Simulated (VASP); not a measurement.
Runs of VASP 6.6.1 on CuO. The structure is that of space group P6_3mc (No. 186), or close to it. The cells are those of the table. 

| task | level | potentials or basis | cell | cutoff (eV) | k mesh for the DOS | second run | occupations for the DOS | gap on the mesh (eV) | pressure (GPa) | largest force (eV/Å) |
| --- | --- | --- | --- | --- | --- | --- | --- | --- | --- | --- |
| single point | PBE | VASP PAW PBE potentials, release 64 (Cu, O) | a = 3.288, b = 3.288, c = 5.385 Å, angles 90.0, 90.0, 120.0°, 4 atoms | 520 | - | - | - | none | -8.7 | (b) |
| single point | PBEsol | VASP PAW PBE potentials, release 64 (Cu, O) | a = 3.244, b = 3.244, c = 5.312 Å, angles 90.0, 90.0, 120.0°, 4 atoms | 520 | - | - | - | none | -10.9 | 0.09 |
| single point | PBEsol | VASP PAW PBE potentials, release 64 (Cu, O) | a = 3.353, b = 3.353, c = 5.491 Å, angles 90.0, 90.0, 120.0°, 4 atoms | 520 | - | - | - | none | -18.7 | 0.05 |
| single point | r2SCAN | VASP PAW PBE potentials, release 64 (Cu, O) | a = 3.094, b = 3.094, c = 5.345 Å, angles 90.0, 90.0, 120.0°, 4 atoms | 520 | - | - | - | none | (c) | 0.01 |
| single point | PBE | VASP PAW PBE potentials, release 64 (Cu, O) | a = 3.310, b = 3.310, c = 5.421 Å, angles 90.0, 90.0, 120.0°, 4 atoms | 520 | - | - | - | none | (a) | 0.06 |

Alike in all rows: no spin polarisation; k mesh 9 × 9 × 5; smearing fermi-dirac 0.05 eV.

Q: Estimate the missing entries.

A: (a) -10.5; (b) 0.07; (c) 0.8.

Caveats: semilocal functionals often make such compounds metallic where correlation or magnetic order opens a gap, which also shifts bond lengths; the PAW data sets were made with another functional, which shifts forces and pressure a little (some runs).

A gap of «none» marks levels without a gap at the run's occupations.
